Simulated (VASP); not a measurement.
# Sb in VASP: a series of runs, part 2 of 2

VASP 6.6.1. The steps go on from the part before.

### 6 Single point, PBEsol (uniaxial strain along c: +3.0 %, then relaxed in part)

Input file INCAR:

```
PREC = Accurate
ENCUT = 520
EDIFF = 1E-6
ISMEAR = 0
SIGMA = 0.1
LREAL = F
LASPH = T
NELM = 80
ALGO = Normal
ISIF = 2
LWAVE = F
LCHARG = F
GGA = PS
NBANDS = 8
```

Input file KPOINTS:

```
regular mesh
0
Gamma
  18 18 18
```

Input file POSCAR:

```
Sb
1.0
    3.0492148451      0.0000000000      0.0000000000
    0.0000000000      3.0492148451      0.0000000000
    0.0000000000      0.0000000000      3.1535960932
Sb
1
Direct
    0.0000000000      0.0000000000      0.0000000000
```

Potentials or basis: VASP PAW PBE potentials, release 64 (Sb).

Run with:

```sh
cat potpaw_PBE.64/Sb/POTCAR > POTCAR
mpirun -np 1 vasp_std > vasp.out
```

OUTCAR:

```text
PREC = Accurate
   ENCUT = 520
   EDIFF = 1E-6
   ISMEAR = 0
   LREAL = F
   LASPH = T
   NELM = 80
   ISIF = 2
   GGA = PS

 ion  position               nearest neighbor table
   1  0.000  0.000  0.000-

  LATTYP: Found a simple tetragonal cell.
 ALAT       =     3.0492148451
 C/A-ratio  =     1.0342321723

  Lattice vectors:

 A1 = (   3.0492148451,   0.0000000000,   0.0000000000)
 A2 = (   0.0000000000,   3.0492148451,   0.0000000000)
 A3 = (   0.0000000000,   0.0000000000,   3.1535960932)

Analysis of symmetry for initial positions (statically):
=====================================================================
 Subroutine PRICEL returns:
 Original cell was already a primitive cell.

 Routine SETGRP: Setting up the symmetry group for a
 simple tetragonal supercell.

 Subroutine GETGRP returns: Found 16 space group operations
 (whereof 16 operations were pure point group operations)
 out of a pool of 16 trial point group operations.

The static configuration has the point symmetry D_4h.

Analysis of symmetry for dynamics (positions and initial velocities):
=====================================================================
[... 162 lines left out ...]
 Fermi energy:         7.1928272613

 k-point     1 :       0.0000    0.0000    0.0000
  band No.  band energies     occupation
      1      -5.3393      2.00000
      2       9.8823      0.00000
      3      10.8270      0.00000
      4      10.8270      0.00000
      5      13.8179      0.00000
      6      14.3954      0.00000
      7      15.5934      0.00000
      8      24.8903      0.00000
[... 243 lines left out ...]
 k-point    24 :       0.3333    0.1111    0.0000
  band No.  band energies     occupation
      1      -3.5489      2.00000
      2       3.6373      2.00000
      3      10.3540      0.00000
      4      11.5238      0.00000
      5      15.4848      0.00000
      6      17.1152      0.00000
      7      18.8615      0.00000
      8      19.6474      0.00000

 [... further k-points ...]

------------------------ aborting loop because EDIFF is reached ----------------------------------------

  FORCE on cell =-STRESS in cart. coord.  units (eV):
  Direction    XX          YY          ZZ          XY          YZ          ZX
  --------------------------------------------------------------------------------------
  -------------------------------------------------------------------------------------
  Total        0.0204065      0.0204065     -0.6485759      0.0000000      0.0000000      0.0000000
  in kB        1.1150557      1.1150557    -35.4396389      0.0000000      0.0000000      0.0000000
  external PRESSURE =     -11.0698425 kB  Pullay stress =       0.0000000 kB

 VOLUME and BASIS-vectors are now :
 -----------------------------------------------------------------------------
  energy-cutoff  :      520.00
  volume of cell :       29.32
      direct lattice vectors                 reciprocal lattice vectors
     3.049214845  0.000000000  0.000000000     0.327953277  0.000000000  0.000000000
     0.000000000  3.049214845  0.000000000     0.000000000  0.327953277  0.000000000
     0.000000000  0.000000000  3.153596093     0.000000000  0.000000000  0.317098313

 POSITION                                       TOTAL-FORCE (eV/Angst)
 -----------------------------------------------------------------------------------
      0.00000      0.00000      0.00000         0.000000      0.000000      0.000000
 -----------------------------------------------------------------------------------
    total drift:                               -0.000000     -0.000000      0.000000

  FREE ENERGIE OF THE ION-ELECTRON SYSTEM (eV)
  ---------------------------------------------------
  free  energy   TOTEN  =        -4.5254529346 eV

  energy  without entropy=       -4.5229554220  energy(sigma->0) =       -4.52420418
```

OSZICAR:

```text
N       E                     dE             d eps       ncg     rms          rms(c)
DAV:   1     0.502508299554E+01    0.50251E+01   -0.16338E+03  8880   0.404E+02
DAV:   2    -0.441418748708E+01   -0.94393E+01   -0.90631E+01 12640   0.527E+01
DAV:   3    -0.452702710069E+01   -0.11284E+00   -0.11268E+00 10608   0.660E+00
DAV:   4    -0.452749310432E+01   -0.46600E-03   -0.46600E-03 13216   0.509E-01
DAV:   5    -0.452749477957E+01   -0.16752E-05   -0.16747E-05 11312   0.196E-02    0.192E+00
DAV:   6    -0.452631312761E+01    0.11817E-02   -0.28672E-04 12168   0.120E-01    0.114E+00
DAV:   7    -0.452544174797E+01    0.87138E-03   -0.77276E-04 10000   0.187E-01    0.577E-02
DAV:   8    -0.452545203482E+01   -0.10287E-04   -0.25576E-05 12792   0.340E-02    0.527E-03
DAV:   9    -0.452545293462E+01   -0.89981E-06   -0.73290E-07 10928   0.598E-03
   1 F= -.45254529E+01 E0= -.45242042E+01  d E =-.249751E-02
```

It took 76 s on 1 thread of AMD EPYC 7R43 (Zen 3), shared host; peak memory 0.21 GiB.

What came out:

```
Free energy : -4.5255 eV
Pressure    : -1.1 GPa
```

Stress tensor (GPa, compression positive):
```
 0.11  0.00  0.00
 0.00  0.11  0.00
 0.00  0.00 -3.54
```

Levels at points of the mesh, in eV from the Fermi level:
```
           k point  band 1  band 2  band 3  band 4  band 5  band 6  band 7  band 8
(0.00, 0.00, 0.00)  -12.53    2.69    3.63    3.63    6.63    7.20    8.40   17.70
(0.50, 0.00, 0.00)   -9.89   -5.74    4.86    5.84    9.07   10.30   10.96   11.53
(0.50, 0.50, 0.00)   -7.07   -3.55   -3.55    2.12    7.08   12.87   12.96   12.96
(0.00, 0.00, 0.50)  -10.33   -5.65    5.47    5.47    9.12   10.92   11.72   11.76
(0.50, 0.00, 0.50)   -7.55   -3.86   -3.40    2.05    7.72   13.14   13.30   13.53
(0.50, 0.50, 0.50)   -4.43   -1.80   -1.80   -1.29    4.62    4.90    4.90    6.80
```

Caveat: the cell differs from its parent crystal (uniaxial strain along c: +3.0 %, then relaxed in part); the PAW data sets were made with another functional, which shifts forces and pressure a little; spin-orbit coupling is left out, which moves the levels of the heavy elements.

### 7 Overview

| cell | k mesh | gap on the mesh (eV) | pressure (GPa) |
| --- | --- | --- | --- |
| a = 3.160 Å, 1 atom | 14 × 14 × 14 | none | -4.7 |
| a = 3.161 Å, 1 atom | 14 × 14 × 14 | none | -4.7 |
| a = 3.053, b = 3.053, c = 3.123 Å, 1 atom | 18 × 18 × 18 | none | -0.7 |
| a = 3.039, b = 3.039, c = 3.154 Å, 1 atom | 18 × 18 × 18 | none | -0.7 |
| a = 3.049, b = 3.049, c = 3.154 Å, 1 atom | 18 × 18 × 18 | none | -1.1 |

Alike in all rows: task single point; level PBEsol; potentials or basis VASP PAW PBE potentials, release 64 (Sb); no spin polarisation; cutoff (eV) 520; smearing gaussian 0.1 eV.

Caveats: the PAW data sets were made with another functional, which shifts forces and pressure a little; spin-orbit coupling is left out, which moves the levels of the heavy elements.

Absolute energies hang on the potentials; compare differences alone.
